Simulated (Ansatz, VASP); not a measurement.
# Ge5F in VASP and in Ansatz

```
Ge F
1.0
     4.20762   -4.22362    0.00000
     4.20762    4.22362    0.00000
     0.00000    0.00000    4.12346
Ge F
5 1
Cartesian
  1.2282 -1.2287 2.0617
  7.1870 1.2287 2.0617
  7.1870 -1.2287 2.0617
  1.2282 1.2287 2.0617
  4.2076 0.0000 0.0000
  4.2076 0.0000 2.0617
```

Alike in both runs: functional PBE; k mesh 6 × 6 × 10; occupations gaussian, width 0.1 eV; no spin polarisation.

Ansatz relaxed the structure, and its values are those at the end. VASP's run is a single point on that final structure, the one shown.

|  | VASP | Ansatz |
| --- | --- | --- |
| version | VASP 6.6.1 | Ansatz 0.2.0 |
| potentials or method | VASP PAW PBE potentials, release 64 (Ge_d, F), cutoff 520 eV | scalar-relativistic, plane waves, PAW |
| valence electrons in the cell | 77 | 77 |

```tsv
	VASP	Ansatz	Ansatz less VASP
gap on the k mesh at the Fermi level (eV)	none	none	-
pressure (GPa)	0.0	0.0	+0.05
```

A gap of «none» marks a metal or a gap that the smearing closes.
